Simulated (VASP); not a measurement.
# TiAl (P3m1) in VASP: notebook

The runs below take TiAl through single point, with PBEsol.

All numbers are computed with VASP 6.6.1; they aren't measurements. Logs are shortened: lines on timing, memory, paths and dates and some standing lists are left out, and cuts for length are marked.

## Step 1: The cell of the first run

It takes space group P3m1 (No. 156, trigonal). The conventional cell has a = 2.867 Å, b = 2.867 Å, c = 4.678 Å, α = 90.00°, β = 90.00°, γ = 120.00°. Within 3.2 Å of Ti (site symmetry 3m) lie 3 Al at 2.40 Å and 6 Ti at 2.87 Å. Within 3.2 Å of Al (site symmetry 3m) lie 3 Ti at 2.40 Å and 6 Al at 2.87 Å.

## Step 2: Single point, PBEsol (atom 1 (Ti) moved by (+0.000, -0.600) A along [1 1 0] and z)

INCAR

```
  PREC = Accurate
  ENCUT = 520
  EDIFF = 1E-6
  ISMEAR = 0
  SIGMA = 0.15
  LREAL = F
  LASPH = T
  NELM = 60
  ALGO = Fast
  ISIF = 2
  LWAVE = F
  LCHARG = F
  GGA = PS
  NBANDS = 14
```

KPOINTS

```
regular mesh
0
Gamma
  18 18 10
```

POSCAR

```
TiAl
1.0
    2.8672622327      0.0000000000      0.0000000000
   -1.4336311163      2.4831219328      0.0000000000
    0.0000000000      0.0000000000      4.6780830000
Ti Al
1 1
Direct
    0.0000000000      0.0000000000     -0.1282576645
    0.3333333333      0.6666666667      0.5000000000
```

Potentials or basis: VASP PAW PBE potentials, release 64 (Ti_sv, Al).

Started as:

```
$ cat potpaw_PBE.64/Ti_sv/POTCAR potpaw_PBE.64/Al/POTCAR > POTCAR
$ mpirun -np 1 vasp_std > vasp.out
```

OUTCAR:

```text
PREC = Accurate
   ENCUT = 520
   EDIFF = 1E-6
   ISMEAR = 0
   LREAL = F
   LASPH = T
   NELM = 60
   ISIF = 2
   GGA = PS

 ion  position               nearest neighbor table
   1  0.000  0.000  0.872-   2 2.40   2 2.40   2 2.40
   2  0.333  0.667  0.500-   1 2.40   1 2.40   1 2.40

  LATTYP: Found a hexagonal cell.
 ALAT       =     2.8672622327
 C/A-ratio  =     1.6315504549

  Lattice vectors:

 A1 = (   2.8672622327,   0.0000000000,   0.0000000000)
 A2 = (  -1.4336311163,   2.4831219328,   0.0000000000)
 A3 = (   0.0000000000,   0.0000000000,   4.6780830000)

Analysis of symmetry for initial positions (statically):
=====================================================================
 Subroutine PRICEL returns:
 Original cell was already a primitive cell.

 Routine SETGRP: Setting up the symmetry group for a
 hexagonal supercell.

 Subroutine GETGRP returns: Found  6 space group operations
 (whereof  6 operations were pure point group operations)
 out of a pool of 24 trial point group operations.

The static configuration has the point symmetry C_3v.

Analysis of symmetry for dynamics (positions and initial velocities):
=====================================================================
 Subroutine PRICEL returns:
 Original cell was already a primitive cell.

 Routine SETGRP: Setting up the symmetry group for a
 hexagonal supercell.

 Subroutine GETGRP returns: Found  6 space group operations
 (whereof  6 operations were pure point group operations)
 out of a pool of 24 trial point group operations.

The dynamic configuration has the point symmetry C_3v.

 Subroutine INISYM returns: Found  6 space group operations
 (whereof  6 operations are pure point group operations),
 and found     1 'primitive' translations

----------------------------------------------------------------------------------------

                                     Primitive cell

  volume of cell :      33.3068

  direct lattice vectors                    reciprocal lattice vectors
     2.867262233  0.000000000  0.000000000     0.348764751  0.201359423  0.000000000
    -1.433631116  2.483121933  0.000000000     0.000000000  0.402718846  0.000000000
     0.000000000  0.000000000  4.678083000     0.000000000  0.000000000  0.213762774

  length of vectors
     2.867262233  2.867262233  4.678083000     0.402718846  0.402718846  0.213762774

  position of ions in fractional coordinates (direct lattice)
     0.000000000  0.000000000  0.871742336
     0.333333333  0.666666667  0.500000000

  ion indices of the primitive-cell ions
   primitive index   ion index
                 1           1
                 2           2

----------------------------------------------------------------------------------------

 KPOINTS: regular mesh

Automatic generation of k-mesh.
 Grid dimensions read from file:
 generate k-points for:   18   18   10

 Generating k-lattice:

  Cartesian coordinates                     Fractional coordinates (reciprocal lattice)
     0.019375820  0.011186635  0.000000000     0.055555556  0.000000000  0.000000000
     0.000000000  0.022373269  0.000000000     0.000000000  0.055555556  0.000000000
     0.000000000  0.000000000  0.021376277     0.000000000  0.000000000  0.100000000

  Length of vectors
     0.022373269  0.022373269  0.021376277

  Shift w.r.t. Gamma in fractional coordinates (k-lattice)
     0.000000000  0.000000000  0.000000000

 Subroutine IBZKPT returns following result:
 ===========================================

 Found    330 irreducible k-points:

 Following reciprocal coordinates:
            Coordinates               Weight
  0.000000  0.000000  0.000000      1.000000
  0.055556 -0.000000  0.000000      6.000000
  0.111111 -0.000000  0.000000      6.000000
  0.166667 -0.000000  0.000000      6.000000
  0.222222 -0.000000  0.000000      6.000000
  0.277778 -0.000000  0.000000      6.000000
[... 16 lines left out ...]
  0.333333  0.111111  0.000000     12.000000
  0.388889  0.111111  0.000000     12.000000
 [... further k-points ...]
   k-points           NKPTS =    330   k-points in BZ     NKDIM =    330   number of bands    NBANDS=     14
   number of dos      NEDOS =    301   number of ions     NIONS =      2
   total plane-waves  NPLWV =  20736
   dimension x,y,z NGX =    24 NGY =   24 NGZ =   36
   dimension x,y,z NGXF=    48 NGYF=   48 NGZF=   72
   ions per type =               1   1
   NGX,Y,Z   is equivalent  to a cutoff of  13.92, 13.92, 12.79 a.u.
   NGXF,Y,Z  is equivalent  to a cutoff of  27.83, 27.83, 25.59 a.u.
 SYSTEM =  unknown system
   PREC   = accura    normal or accurate (medium, high low for compatibility)
   ISTART =      0    job   : 0-new  1-cont  2-samecut
   ICHARG =      2    charge: 1-file 2-atom 10-const
   ISPIN  =      1    spin polarized calculation?
   LNONCOLLINEAR =      F non collinear calculations
   LSORBIT =      F    spin-orbit coupling
   LASPH  =      T    aspherical Exc in radial PAW
   ENCUT  =  520.0 eV  38.22 Ry    6.18 a.u.   5.33  5.33  8.70*2*pi/ulx,y,z
   NELM   =     60;   NELMIN=  2; NELMDL= -5     # of ELM steps
   EDIFF  = 0.1E-05   stopping-criterion for ELM
   LREAL  =      F    real-space projection
   EDIFFG = 0.1E-04   stopping-criterion for IOM
   NSW    =      0    number of steps for IOM
   IBRION =     -1    ionic relax: 0-MD 1-quasi-New 2-CG
   NFREE  =      0    steps in history (QN), initial steepest desc. (CG)
   ISIF   =      2    stress and relaxation
   ISYM   =      2    0-nonsym 1-usesym 2-fastsym
   POTIM  = 0.5000    time-step for ionic-motion
   TEBEG  =    0.0;   TEEND  =   0.0 temperature during run
   PSTRESS=    0.0 pullay stress
   NELECT =      15.0000    total number of electrons
   NUPDOWN=      -1.0000    fix difference up-down
   EMIN   =  10.00;   EMAX   =-10.00  energy-range for DOS
   EFERMI =   0.00;   METHOD = LEGACY
   ISMEAR =     0;   SIGMA  =   0.15  broadening in eV -4-tet -1-fermi 0-gaus
   EFERMI_NEDOS =   21; number of points for ismear=-14 and -15
   IALGO  =     68    algorithm
   IMIX   =      4    mixing-type and parameters
     AMIX     =   0.40;   BMIX     =  1.00
     AMIX_MAG =   1.60;   BMIX_MAG =  1.00
  volume/ion in A,a.u.               =      16.65       112.38
  Fermi-wavevector in a.u.,A,eV,Ry     =   1.254857  2.371335 21.424622  1.574665
  Thomas-Fermi vector in A             =   2.388641
   LORBIT       =      0    0 simple, 1 ext, 2 COOP (PROOUT), +10 PAW based schemes
   GGA     = PS    functional components
   LHFCALC =     F    Hartree Fock is set to
   AEXX    =    0.0000 exact exchange contribution
   IVDW    =     0    specifies the selected vdW correction
   LEPSILON=     F    determine dielectric tensor
   LRPA    =     F    only Hartree local field effects (RPA)
 non-spin polarized calculation
 RMM-DIIS sequential band-by-band and
 Gauss-broadening in eV      SIGMA  =   0.15
  energy-cutoff  :      520.00
  volume of cell :       33.31
 maximum number of plane-waves:       917
 NGX is ok and might be reduce to    24
   NGX = 11   NGY = 11   NGZ = 17

 number of electron      15.0000002 magnetization

 Free energy of the ion-electron system (eV)
  ---------------------------------------------------
  ext. energy  EPLUGINS =         0.00000000
  ---------------------------------------------------
  free energy    TOTEN  =       -11.56173778 eV

  energy without entropy =      -11.52479234  energy(sigma->0) =      -11.54326506

 E-fermi :   7.6813     XC(G=0): -10.8903

 val. band max:        7.6761884366   @ k =   0.1667   0.0556   0.5000
 cond. band min:       7.6864375199   @ k =  -0.0556   0.2222   0.4000
 fundamental gap:      0.0102490833
 Fermi energy:         7.6812608677

 k-point     1 :       0.0000    0.0000    0.0000
  band No.  band energies     occupation
      1     -48.4381      2.00000
      2     -24.9027      2.00000
      3     -24.4743      2.00000
      4     -24.4743      2.00000
      5      -1.1416      2.00000
      6       4.8975      2.00000
      7       6.7190      2.00000
      8       8.7415      0.00000
      9       8.7415      0.00000
     10      10.2359      0.00000
     11      10.2359      0.00000
     12      11.5740      0.00000
     13      20.7378      0.00000
     14      20.9038      0.00000

 k-point     2 :       0.0556   -0.0000    0.0000
  band No.  band energies     occupation
      1     -48.4350      2.00000
      2     -24.8996      2.00000
      3     -24.4935      2.00000
      4     -24.4786      2.00000
      5      -1.0650      2.00000
      6       4.9760      2.00000
      7       6.7143      2.00000
      8       8.6567      0.00000
      9       8.8049      0.00000
     10      10.2130      0.00000
     11      10.2558      0.00000
     12      11.5979      0.00000
     13      19.4979      0.00000
     14      20.0669      0.00000

 k-point     3 :       0.1111   -0.0000    0.0000
  band No.  band energies     occupation
      1     -48.4263      2.00000
      2     -24.8907      2.00000
      3     -24.5486      2.00000
      4     -24.4910      2.00000
      5      -0.8372      2.00000
      6       5.1992      2.00000
      7       6.7024      2.00000
      8       8.4264      0.00000
      9       8.9894      0.00000
     10      10.1501      0.00000
     11      10.3144      0.00000
     12      11.6680      0.00000
     13      17.8099      0.00000
     14      19.1949      0.00000
[... 324 lines left out ...]
 k-point    23 :       0.3333    0.1111    0.0000
  band No.  band energies     occupation
      1     -48.3452      2.00000
      2     -25.0071      2.00000
      3     -24.8071      2.00000
      4     -24.6413      2.00000
      5       2.4687      2.00000
      6       5.6704      2.00000
      7       6.5208      2.00000
      8       7.5351      1.83189
      9       9.0980      0.00000
     10      10.4026      0.00000
     11      11.9003      0.00000
     12      12.4384      0.00000
     13      13.0829      0.00000
     14      14.5214      0.00000

 k-point    24 :       0.3889    0.1111    0.0000
  band No.  band energies     occupation
      1     -48.3368      2.00000
      2     -25.0518      2.00000
      3     -24.7987      2.00000
      4     -24.6570      2.00000
      5       3.3552      2.00000
      6       5.0586      2.00000
      7       6.5566      2.00000
      8       7.2611      1.99993
      9       8.9755      0.00000
     10      10.7051      0.00000
     11      11.9261      0.00000
     12      12.6855      0.00000
     13      13.3583      0.00000
     14      14.3526      0.00000

 [... further k-points ...]
[... 5 lines left out ...]
  --------------------------------------------------------------------------------------
  -------------------------------------------------------------------------------------
  Total        1.9858763      1.9858763      5.1369751      0.0000000     -0.0000000     -0.0000000
  in kB       95.5277164     95.5277164    247.1067813      0.0000000     -0.0000000     -0.0000000
  external PRESSURE =     146.0540714 kB  Pullay stress =       0.0000000 kB

 VOLUME and BASIS-vectors are now :
 -----------------------------------------------------------------------------
  energy-cutoff  :      520.00
  volume of cell :       33.31
      direct lattice vectors                 reciprocal lattice vectors
     2.867262233  0.000000000  0.000000000     0.348764751  0.201359423  0.000000000
    -1.433631116  2.483121933  0.000000000     0.000000000  0.402718846  0.000000000
     0.000000000  0.000000000  4.678083000     0.000000000  0.000000000  0.213762774

 POSITION                                       TOTAL-FORCE (eV/Angst)
 -----------------------------------------------------------------------------------
      0.00000      0.00000      4.07808         0.000000      0.000000      5.130290
     -0.00000      1.65541      2.33904        -0.000000     -0.000000     -5.130290
 -----------------------------------------------------------------------------------
    total drift:                                0.000000     -0.000000      0.006281

  FREE ENERGIE OF THE ION-ELECTRON SYSTEM (eV)
  ---------------------------------------------------
  free  energy   TOTEN  =       -11.5617377844 eV

  energy  without entropy=      -11.5247923403  energy(sigma->0) =      -11.54326506
```

Wall time 4 min (1 thread of Intel Xeon Platinum 8488C (Sapphire Rapids), shared host); peak memory 0.28 GiB.

Results:

```yaml
Free_energy: -11.5617 eV
Pressure: 14.6 GPa
Largest_force: 5.130 eV/Å
Band_gap_on_the_k_mesh: zero (an odd number of electrons rules out a gap without spin polarisation)
```

Forces in eV/Å, atoms in the order of the input:
```
Ti   0.000  0.000  5.130
Al   0.000  0.000 -5.130
```

Caveat: the cell differs from its parent crystal (atom 1 (Ti) moved by (+0.000, -0.600) A along [1 1 0] and z); the cell stands under pressure; the PAW data sets were made with another functional, which shifts forces and pressure a little.

## Step 3: Single point, PBEsol (atom 1 (Ti) moved by (+0.000, -0.300) A along [1 1 0] and z)

INCAR

```
ALGO = Fast
EDIFF = 1E-6
ENCUT = 520
GGA = PS
ISIF = 2
ISMEAR = 0
LASPH = True
LCHARG = True
LELF = True
LREAL = False
LVHAR = True
LWAVE = False
NBANDS = 14
NELM = 80
PREC = Accurate
SIGMA = 0.15
```

KPOINTS

```
k-points
0
Gamma
  18 18 10
```

POSCAR, as its differences from that of step 2:

```diff
@@ -8,3 +8,3 @@
 Direct
-    0.0000000000      0.0000000000     -0.1282576645
+    0.0000000000      0.0000000000     -0.0641288323
     0.3333333333      0.6666666667      0.5000000000
```

Potentials or basis: VASP PAW PBE potentials, release 64 (Ti_sv, Al).

Started as:

```
$ cat potpaw_PBE.64/Ti_sv/POTCAR potpaw_PBE.64/Al/POTCAR > POTCAR
$ mpirun -np 1 vasp_std > vasp.out
```

Run time: 4.5 min. Hardware: 1 thread of Intel Xeon Platinum 8488C (Sapphire Rapids), shared host; peak memory 0.28 GiB.

Results (log left out):

```yaml
Free_energy: -12.6271 eV
Pressure: 1.3 GPa
Largest_force: 2.159 eV/Å
Band_gap_on_the_k_mesh: zero (an odd number of electrons rules out a gap without spin polarisation)
```

Forces on the atoms (eV/Å):
```
Ti   0.000  0.000  2.159
Al   0.000  0.000 -2.159
```

Stress tensor (GPa, compression positive):
```
0.29 0.00 0.00
0.00 0.29 0.00
0.00 0.00 3.44
```

Levels at points of the mesh, in eV from the Fermi level:
```csv
k point,band 5,band 6,band 7,band 8,band 9,band 10,band 11,band 12
"(0.00, 0.00, 0.00)",-8.89,-2.48,-1.54,1.22,1.22,2.71,2.71,3.89
"(0.50, 0.00, 0.00)",-3.71,-3.05,-1.24,-1.03,1.99,3.96,4.13,4.29
"(0.00, 0.00, 0.50)",-8.03,-5.18,-0.40,1.24,1.24,2.64,2.64,6.69
"(0.50, 0.00, 0.50)",-3.72,-2.62,-1.64,0.63,1.08,1.81,2.93,3.96
```

Caveat: the cell differs from its parent crystal (atom 1 (Ti) moved by (+0.000, -0.300) A along [1 1 0] and z); the PAW data sets were made with another functional, which shifts forces and pressure a little.
